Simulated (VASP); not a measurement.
Input of a VASP 6.6.1 run:

File INCAR:

```
  PREC = Accurate
  ENCUT = 600
  EDIFF = 1E-6
  ISMEAR = 0
  SIGMA = 0.1
  LREAL = F
  LASPH = T
  NELM = 200
  ALGO = Normal
  ISIF = 2
  LWAVE = F
  LCHARG = F
  LDAU = T
  LDAUTYPE = 2
  LDAUL = -1 1
  LDAUU = 0 6.2
  LDAUJ = 0 0
  LDAUPRINT = 1
  GGA = PE
  NBANDS = 11
  GGA_COMPAT = F
```

KPOINTS

```
regular mesh
0
Gamma
  4 4 4
```

The input POSCAR:

```
MgSe
1.0
    0.0000000000      2.7337235204      2.7337235204
    2.7337235204      0.0000000000      2.7337235204
    2.7337235204      2.7337235204      0.0000000000
Mg Se
1 1
Direct
    0.0000000000      0.0000000000      0.0000000000
    0.5000000000      0.5000000000      0.5000000000
```

Potentials or basis: VASP PAW PBE potentials, release 64 (Mg, Se).

Run with:

```console
$ cat potpaw_PBE.64/Mg/POTCAR potpaw_PBE.64/Se/POTCAR > POTCAR
$ mpirun -np 1 vasp_std > vasp.out
```

Task: What does it give for the pressure?

Result: 3.0 GPa.

Task: Estimate the band gap on the k mesh.

Result: 1.55 eV (least direct gap 2.27 eV).

Caveat: the k points lie up to 0.50 Å⁻¹ apart. A k mesh can miss the band edges.
